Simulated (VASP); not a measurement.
Write the native input for VASP 6.6.1 that does the following.

* Task: single point
* Functional: PBEsol
* Potentials or basis: VASP PAW PBE potentials, release 64 (Mo_sv)
* Cutoff: 520 eV
* k mesh: 18 × 18 × 18
* Occupations: gaussian, width 0.15 eV
* Spin: no spin polarisation
* Dipole correction: no
* Further INCAR settings: ALGO = Fast; EDIFF = 1e-06; NBANDS = 13

The structure of Mo lies in POSCAR:

```
Mo
1.0
    2.6808001893      0.0000000000      0.0000000000
   -1.3404000946      2.3690214963      0.0000000000
    0.0000000000      0.0000000000      2.5551807000
Mo
1
Direct
    0.0000000000      0.0000000000      0.5000000000
```

This cell differs from its parent crystal: strain -0.0200 x Voigt [1, 0, 0, 0, 0, 0].

These files were run (other wordings do the same):

INCAR

```
SYSTEM = Mo
PREC = Accurate ; ENCUT = 520
EDIFF = 1E-6 ; ISMEAR = 0
SIGMA = 0.15 ; LREAL = .False.
LASPH = .True. ; NELM = 100
ALGO = Fast ; ISIF = 2
LWAVE = .False. ; LCHARG = .False.
GGA = PS ; NBANDS = 13
```

KPOINTS

```
regular mesh
0
Gamma
  18 18 18
  0 0 0
```

Potentials or basis: VASP PAW PBE potentials, release 64 (Mo_sv).

Run with:

```sh
$ cat potpaw_PBE.64/Mo_sv/POTCAR > POTCAR
$ mpirun -np 1 vasp_std > vasp.out
```

It gave:

| Item | Value |
| --- | --- |
| Pressure | 1.4 GPa |
| Band gap on the k mesh | zero (band 7 reaches 12.66 eV, above the bottom of band 8 at 10.96 eV) |

Caveat: the cell differs from its parent crystal (strain -0.0200 x Voigt [1, 0, 0, 0, 0, 0]); the PAW data sets were made with another functional, which shifts forces and pressure a little.

Wall time 2.2 min on 1 thread of Intel(R) Xeon(R) Platinum 8259CL CPU @ 2.50GHz (Skylake/Cascade Lake), with other jobs on the host, peak memory 0.27 GiB.
